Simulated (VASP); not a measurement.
Here is a VASP 6.6.1 calculation.

INCAR

```
PREC = Accurate
ENCUT = 520
EDIFF = 1E-7
ISMEAR = 0
SIGMA = 0.02
LREAL = False
LASPH = True
NELM = 100
ALGO = Normal
ISIF = 2
LWAVE = False
LCHARG = False
GGA = PS
NBANDS = 31
```

The input KPOINTS:

```
Automatic mesh
0
Gamma
  6 6 6
```

Contents of POSCAR:

```
Al3GaN4
1.0
    4.3408899230      0.0000000000      0.0000000000
    0.0000000000      4.3408899230      0.0000000000
    0.0000000000      0.0000000000      4.3408899230
Al Ga N
3 1 4
Direct
    0.5000000000      0.5000000000      0.0000000000
    0.5000000000      0.0000000000      0.5000000000
    0.0000000000      0.5000000000      0.5000000000
    0.0000000000      0.0000000000      0.0000000000
    0.7447077177      0.7447077177      0.2552922823
    0.7447077177      0.2552922823      0.7447077177
    0.2552922823      0.7447077177      0.7447077177
    0.2552922823      0.2552922823      0.2552922823
```

Potentials or basis: VASP PAW PBE potentials, release 64 (Al, Ga_d, N).

Run with:

```bash
$ cat potpaw_PBE.64/Al/POTCAR potpaw_PBE.64/Ga_d/POTCAR potpaw_PBE.64/N/POTCAR > POTCAR
$ mpirun -np 1 vasp_std > vasp.out
```

Task: What does it give for the band gap on the k mesh?

Result: 3.34 eV, indirect (the least direct gap lies 4.1 meV higher).

Task: Predict the pressure.

Result: 9.8 GPa.

Forces in eV/Å, atoms in the order of the input:
```
Al   0.000  0.000  0.000
Al   0.000  0.000  0.000
Al   0.000  0.000  0.000
Ga   0.000  0.000  0.000
N    0.002  0.002 -0.002
N    0.002 -0.002  0.002
N   -0.002  0.002  0.002
N   -0.002 -0.002 -0.002
```

Caveat: the PAW data sets were made with another functional, which shifts forces and pressure a little. PBEsol gaps usually lie below the measured ones, often by a third to a half.
